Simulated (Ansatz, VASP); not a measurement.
**Two plane-wave programs on C**

```
CELL_PARAMETERS angstrom
2.83506 0.00000 0.00000
-1.41753 1.81474 0.00000
0.00000 0.00000 23.92229
ATOMIC_POSITIONS crystal
C 0.00000 0.00000 0.57116
C 0.00000 0.00000 0.42884
C 0.33333 0.66667 0.42882
C 0.66667 0.33333 0.57118
```

Change from the starting cell: strain +0.1500 x Voigt [1, -1, 0, 0, 0, 0], atoms carried along.

Alike in both runs: task single point; functional PBE; dispersion D3(BJ); k mesh 24 × 24 × 2; occupations gaussian, width 0.15 eV; no spin polarisation.

|  | VASP | Ansatz |
| --- | --- | --- |
| version | VASP 6.6.1 | Ansatz 0.2.0 |
| potentials or method | VASP PAW PBE potentials, release 64 (C), cutoff 600 eV | scalar-relativistic, plane waves, PAW |
| valence electrons in the cell | 16 | 16 |

```tsv
	VASP	Ansatz	Ansatz less VASP
gap on the k mesh at the Fermi level (eV)	0.26	0.25	-0.004
least direct gap on the mesh (eV)	0.26	0.25	-0.004
rms of the force components (eV/Å)	4.594	4.548	-0.0453
```

Atom by atom the forces differ by 0.045 eV/Å (rms over components).
